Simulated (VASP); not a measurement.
# Hf4Te (P4/nmm) in VASP: further runs, part 2 of 2

VASP 6.6.1.

## Step 4: Single point, PBE

This run uses another cell than the first one, of 24.26 Å³/atom.

INCAR

```
SYSTEM = Hf4Te
ALGO = Fast
EDIFF = 1E-7
ENCUT = 520
GGA = PE
ISIF = 2
ISMEAR = 0
LASPH = .TRUE.
LCHARG = .TRUE.
LELF = .TRUE.
LREAL = .FALSE.
LVHAR = .TRUE.
LWAVE = .FALSE.
NBANDS = 57
NELM = 100
PREC = Accurate
SIGMA = 0.1
```

KPOINTS

```
k-points
0
G
  8 8 2
  0 0 0
```

POSCAR

```
Hf4Te
1.0
    3.7595961214      0.0000000000      0.0000000000
    0.0000000000      3.7595961214      0.0000000000
    0.0000000000      0.0000000000     17.1648227724
Hf Te
8 2
Direct
    0.0000000000      0.5000000000      0.7276395434
    0.5000000000      0.0000000000      0.6417301758
    0.5000000000      0.0000000000      0.8294970847
    0.0000000000      0.5000000000      0.5495340176
    0.5000000000      0.0000000000      0.4504659824
    0.5000000000      0.0000000000      0.2723604566
    0.0000000000      0.5000000000      0.3582698242
    0.0000000000      0.5000000000      0.1705029153
    0.0000000000      0.5000000000      0.9077576188
    0.5000000000      0.0000000000      0.0922423812
```

Potentials or basis: VASP PAW PBE potentials, release 64 (Hf_pv, Te).

Command:

```sh
cat potpaw_PBE.64/Hf_pv/POTCAR potpaw_PBE.64/Te/POTCAR > POTCAR
mpirun -np 1 vasp_std > vasp.out
```

OUTCAR:

```text
SYSTEM = Hf4Te
   EDIFF = 1E-7
   ENCUT = 520
   GGA = PE
   ISIF = 2
   ISMEAR = 0
   LASPH = .TRUE.
   LREAL = .FALSE.
   NELM = 100
   PREC = Accurate

 ion  position               nearest neighbor table
   1  0.000  0.500  0.728-   2 3.04   2 3.04   2 3.04   2 3.04   4 3.06   9 3.09   3 3.18   3 3.18
                             3 3.18   3 3.18
   2  0.500  0.000  0.642-   1 3.04   1 3.04   1 3.04   1 3.04   4 3.09   4 3.09   4 3.09   4 3.09
                             3 3.22   5 3.28
   3  0.500  0.000  0.829-   9 2.98   9 2.98   9 2.98   9 2.98   1 3.18   1 3.18   1 3.18   1 3.18
                             2 3.22
   4  0.000  0.500  0.550-   1 3.06   2 3.09   2 3.09   2 3.09   2 3.09   5 3.16   5 3.16   5 3.16
                             5 3.16   7 3.28
   5  0.500  0.000  0.450-   6 3.06   7 3.09   7 3.09   7 3.09   7 3.09   4 3.16   4 3.16   4 3.16
                             4 3.16   2 3.28
   6  0.500  0.000  0.272-   7 3.04   7 3.04   7 3.04   7 3.04   5 3.06  10 3.09   8 3.18   8 3.18
                             8 3.18   8 3.18
   7  0.000  0.500  0.358-   6 3.04   6 3.04   6 3.04   6 3.04   5 3.09   5 3.09   5 3.09   5 3.09
                             8 3.22   4 3.28
   8  0.000  0.500  0.171-  10 2.98  10 2.98  10 2.98  10 2.98   6 3.18   6 3.18   6 3.18   6 3.18
                             7 3.22
   9  0.000  0.500  0.908-   3 2.98   3 2.98   3 2.98   3 2.98   1 3.09
  10  0.500  0.000  0.092-   8 2.98   8 2.98   8 2.98   8 2.98   6 3.09

  LATTYP: Found a simple tetragonal cell.
 ALAT       =     3.7595961214
 C/A-ratio  =     4.5656028515

  Lattice vectors:

 A1 = (   3.7595961214,   0.0000000000,   0.0000000000)
 A2 = (   0.0000000000,   3.7595961214,   0.0000000000)
 A3 = (   0.0000000000,   0.0000000000,  17.1648227724)

Analysis of symmetry for initial positions (statically):
=====================================================================
 Subroutine PRICEL returns:
 Original cell was already a primitive cell.

 Routine SETGRP: Setting up the symmetry group for a
 simple tetragonal supercell.

 Subroutine GETGRP returns: Found 16 space group operations
 (whereof  8 operations were pure point group operations)
[... 165 lines left out ...]
 non-spin polarized calculation
 RMM-DIIS sequential band-by-band and
 Gauss-broadening in eV      SIGMA  =   0.10
  energy-cutoff  :      520.00
  volume of cell :      242.62
 maximum number of plane-waves:      6576
 NGX is ok and might be reduce to    28
   NGX = 13   NGY = 13   NGZ = 63

 number of electron      92.0000008 magnetization

 Free energy of the ion-electron system (eV)
  ---------------------------------------------------
  ext. energy  EPLUGINS =         0.00000000
  ---------------------------------------------------
  free energy    TOTEN  =       -87.94006579 eV

  energy without entropy =      -87.87496964  energy(sigma->0) =      -87.90751772

 E-fermi :   5.3024     XC(G=0): -10.7604

 val. band max:        5.2810818108   @ k =   0.1250   0.1250   0.0000
 cond. band min:       5.3046686438   @ k =   0.2500   0.1250   0.0000
 fundamental gap:      0.0235868330
 Fermi energy:         5.3023751243

 k-point     1 :       0.0000    0.0000    0.0000
  band No.  band energies     occupation
      1     -25.8237      2.00000
      2     -25.8237      2.00000
      3     -25.8236      2.00000
      4     -25.8236      2.00000
      5     -25.8207      2.00000
      6     -25.8204      2.00000
[... 1429 lines left out ...]
     56       7.6957      0.00000
     57       8.9886      0.00000

 [... further k-points ...]

------------------------ aborting loop because EDIFF is reached ----------------------------------------

  FORCE on cell =-STRESS in cart. coord.  units (eV):
  Direction    XX          YY          ZZ          XY          YZ          ZX
  --------------------------------------------------------------------------------------
  -------------------------------------------------------------------------------------
  Total       -0.5063604     -0.5063604     -0.4923477      0.0000000      0.0000000      0.0000000
  in kB       -3.3438642     -3.3438642     -3.2513283      0.0000000      0.0000000      0.0000000
  external PRESSURE =      -3.3130189 kB  Pullay stress =       0.0000000 kB

 VOLUME and BASIS-vectors are now :
 -----------------------------------------------------------------------------
  energy-cutoff  :      520.00
  volume of cell :      242.62
      direct lattice vectors                 reciprocal lattice vectors
     3.759596121  0.000000000  0.000000000     0.265986018  0.000000000  0.000000000
     0.000000000  3.759596121  0.000000000     0.000000000  0.265986018  0.000000000
     0.000000000  0.000000000 17.164822772     0.000000000  0.000000000  0.058258685

 POSITION                                       TOTAL-FORCE (eV/Angst)
 -----------------------------------------------------------------------------------
      0.00000      1.87980     12.48980         0.000000     -0.000000     -0.009365
      1.87980      0.00000     11.01518         0.000000     -0.000000      0.001461
      1.87980      0.00000     14.23817         0.000000     -0.000000     -0.010132
      0.00000      1.87980      9.43265         0.000000     -0.000000      0.005958
      1.87980      0.00000      7.73217         0.000000     -0.000000     -0.005958
      1.87980      0.00000      4.67502         0.000000      0.000000      0.009365
      0.00000      1.87980      6.14964        -0.000000     -0.000000     -0.001461
      0.00000      1.87980      2.92665        -0.000000      0.000000      0.010132
      0.00000      1.87980     15.58150         0.000000      0.000000     -0.018763
      1.87980      0.00000      1.58332        -0.000000     -0.000000      0.018763
 -----------------------------------------------------------------------------------
    total drift:                                0.000000      0.000000     -0.000000

  FREE ENERGIE OF THE ION-ELECTRON SYSTEM (eV)
  ---------------------------------------------------
  free  energy   TOTEN  =       -87.9400657892 eV

  energy  without entropy=      -87.8749696421  energy(sigma->0) =      -87.90751772
```

stdout:

```text
POSCAR found type information on POSCAR HfTe
 POSCAR found :  2 types and      10 ions
 scaLAPACK will be used
 LDA part: xc-table for (Slater+PW92), standard interpolation
 POSCAR, INCAR and KPOINTS ok, starting setup
 FFT: planning ... GRIDC
 FFT: planning ... GRID_SOFT
 FFT: planning ... GRID
 WAVECAR not read
 entering main loop
```

Run time: 29 min. Hardware: 1 thread of Intel Xeon 8259CL, shared host; peak memory 0.51 GiB.

Results:

| Property | Result |
| --- | --- |
| Free energy | -87.9401 eV |
| Pressure | -0.3 GPa |
| Largest force | 0.019 eV/Å |
| Band gap on the k mesh | zero (bands 46 and 47 overlap by 1.25 eV) |

Forces in eV/Å, atoms in the order of the input:
```
Hf   0.000  0.000 -0.009
Hf   0.000  0.000  0.001
Hf   0.000  0.000 -0.010
Hf   0.000  0.000  0.006
Hf   0.000  0.000 -0.006
Hf   0.000  0.000  0.009
Hf   0.000  0.000 -0.001
Hf   0.000  0.000  0.010
Te   0.000  0.000 -0.019
Te   0.000  0.000  0.019
```

Caveat: spin-orbit coupling is left out, which moves the levels of the heavy elements; this functional lacks dispersion, which binds layers or chains, so the pressure and a relaxed spacing across them are unreliable.

## Step 5: Single point, PBE

This run uses another cell than the first one, of 24.27 Å³/atom.

INCAR

```
PREC = Accurate
ENCUT = 520
EDIFF = 1E-6
ISMEAR = 0
SIGMA = 0.1
LREAL = False
LASPH = True
NELM = 100
ALGO = Fast
ISIF = 2
LWAVE = False
LCHARG = False
GGA = PE
NBANDS = 57
```

KPOINTS

```
Automatic mesh
0
Gamma
  8 8 2
```

POSCAR

```
Hf4Te
1.0
    3.7597300962      0.0000000000      0.0000000000
    0.0000000000      3.7597300962      0.0000000000
    0.0000000000      0.0000000000     17.1661818519
Hf Te
8 2
Direct
    0.0000000000      0.5000000000      0.7276158093
    0.5000000000      0.0000000000      0.6417238401
    0.5000000000      0.0000000000      0.8294508860
    0.0000000000      0.5000000000      0.5495293206
    0.5000000000      0.0000000000      0.4504706794
    0.5000000000      0.0000000000      0.2723841907
    0.0000000000      0.5000000000      0.3582761599
    0.0000000000      0.5000000000      0.1705491140
    0.0000000000      0.5000000000      0.9077245678
    0.5000000000      0.0000000000      0.0922754322
```

Potentials or basis: VASP PAW PBE potentials, release 64 (Hf_pv, Te).

Command:

```sh
cat potpaw_PBE.64/Hf_pv/POTCAR potpaw_PBE.64/Te/POTCAR > POTCAR
mpirun -np 1 vasp_std > vasp.out
```

OUTCAR:

```text
PREC = Accurate
   ENCUT = 520
   EDIFF = 1E-6
   ISMEAR = 0
   LREAL = False
   LASPH = True
   NELM = 100
   ISIF = 2
   GGA = PE

 ion  position               nearest neighbor table
   1  0.000  0.500  0.728-   2 3.04   2 3.04   2 3.04   2 3.04   4 3.06   9 3.09   3 3.18   3 3.18
                             3 3.18   3 3.18
   2  0.500  0.000  0.642-   1 3.04   1 3.04   1 3.04   1 3.04   4 3.09   4 3.09   4 3.09   4 3.09
                             3 3.22   5 3.28
   3  0.500  0.000  0.829-   9 2.98   9 2.98   9 2.98   9 2.98   1 3.18   1 3.18   1 3.18   1 3.18
                             2 3.22
[... 1675 lines left out ...]

 VOLUME and BASIS-vectors are now :
 -----------------------------------------------------------------------------
  energy-cutoff  :      520.00
  volume of cell :      242.65
      direct lattice vectors                 reciprocal lattice vectors
     3.759730096  0.000000000  0.000000000     0.265976539  0.000000000  0.000000000
     0.000000000  3.759730096  0.000000000     0.000000000  0.265976539  0.000000000
     0.000000000  0.000000000 17.166181852     0.000000000  0.000000000  0.058254072

 POSITION                                       TOTAL-FORCE (eV/Angst)
 -----------------------------------------------------------------------------------
      0.00000      1.87987     12.49039        -0.000000      0.000000     -0.009435
      1.87987      0.00000     11.01595         0.000000     -0.000000      0.001609
      1.87987      0.00000     14.23850        -0.000000      0.000000     -0.008465
      0.00000      1.87987      9.43332        -0.000000      0.000000      0.006714
      1.87987      0.00000      7.73286         0.000000      0.000000     -0.006714
      1.87987      0.00000      4.67580         0.000000      0.000000      0.009435
      0.00000      1.87987      6.15023        -0.000000      0.000000     -0.001609
      0.00000      1.87987      2.92768         0.000000     -0.000000      0.008465
      0.00000      1.87987     15.58217         0.000000      0.000000     -0.020246
      1.87987      0.00000      1.58402         0.000000      0.000000      0.020246
 -----------------------------------------------------------------------------------
    total drift:                                0.000000      0.000000     -0.000000

  FREE ENERGIE OF THE ION-ELECTRON SYSTEM (eV)
  ---------------------------------------------------
  free  energy   TOTEN  =       -87.9400364504 eV

  energy  without entropy=      -87.8749730442  energy(sigma->0) =      -87.90750475
```

OSZICAR:

```text
N       E                     dE             d eps       ncg     rms          rms(c)
[... 17 lines left out ...]
RMM:  18    -0.879402162072E+02    0.60168E-03   -0.76072E-04  4734   0.593E-02    0.127E-01
RMM:  19    -0.879401135365E+02    0.10267E-03   -0.35049E-04  5163   0.352E-02    0.920E-02
RMM:  20    -0.879400846260E+02    0.28910E-04   -0.61761E-05  4413   0.146E-02    0.647E-02
RMM:  21    -0.879400642753E+02    0.20351E-04   -0.34468E-05  4218   0.993E-03    0.631E-02
RMM:  22    -0.879400459405E+02    0.18335E-04   -0.28844E-05  4391   0.875E-03    0.390E-02
RMM:  23    -0.879400417406E+02    0.41999E-05   -0.77509E-06  3775   0.498E-03    0.271E-02
RMM:  24    -0.879400363528E+02    0.53878E-05   -0.15831E-05  4373   0.645E-03    0.870E-03
RMM:  25    -0.879400364504E+02   -0.97548E-07   -0.21472E-06  2751   0.312E-03
   1 F= -.87940036E+02 E0= -.87907505E+02  d E =-.650634E-01
```

Run time: 25 min. Hardware: 1 thread of Intel Xeon 8259CL, shared host; peak memory 0.5 GiB.

What came out:

* Free energy: -87.9400 eV
* Pressure: -0.3 GPa
* Largest force: 0.020 eV/Å
* Band gap on the k mesh: zero (bands 46 and 47 overlap by 1.25 eV)

Forces in eV/Å, atoms in the order of the input:
```
Hf   0.000  0.000 -0.009
Hf   0.000  0.000  0.002
Hf   0.000  0.000 -0.008
Hf   0.000  0.000  0.007
Hf   0.000  0.000 -0.007
Hf   0.000  0.000  0.009
Hf   0.000  0.000 -0.002
Hf   0.000  0.000  0.008
Te   0.000  0.000 -0.020
Te   0.000  0.000  0.020
```

Caveat: spin-orbit coupling is left out, which moves the levels of the heavy elements; this functional lacks dispersion, which binds layers or chains, so the pressure and a relaxed spacing across them are unreliable.

## Step 6: The runs side by side

```tsv
task	cell	k mesh	cutoff (eV)	smearing	gap on the mesh (eV)	pressure (GPa)	largest force (eV/Å)
single point	a = 3.758, b = 3.758, c = 17.429 Å, 10 atoms, atomic positions A	5 × 5 × 1	520	gaussian 0.2 eV	none	0.0	0.08
relaxation of cell and atoms	relaxed from a = 3.400, b = 3.400, c = 18.600 Å, 10 atoms, atomic positions B	5 × 5 × 1	600	gaussian 0.2 eV	none	0.0	0.07
single point	a = 3.760, b = 3.760, c = 17.165 Å, 10 atoms, atomic positions C	8 × 8 × 2	520	gaussian 0.1 eV	none	-0.3	0.02
single point	a = 3.760, b = 3.760, c = 17.166 Å, 10 atoms, atomic positions C	8 × 8 × 2	520	gaussian 0.1 eV	none	-0.3	0.02
```

Alike in all rows: level PBE; potentials or basis VASP PAW PBE potentials, release 64 (Hf_pv, Te); no spin polarisation.

Caveats: some runs use coarse meshes; spin-orbit coupling is left out, which moves the levels of the heavy elements; this functional lacks dispersion, which binds layers or chains, so the pressure and a relaxed spacing across them are unreliable; the relaxation stopped at a loose force limit of 0.08 eV/Å, so its end isn't a converged minimum (at least some runs).

Total energies depend on the potentials used, so only differences within one code and one set of settings carry meaning.

The gap in the log of VASP goes by the Fermi energy; the results here count the filled bands.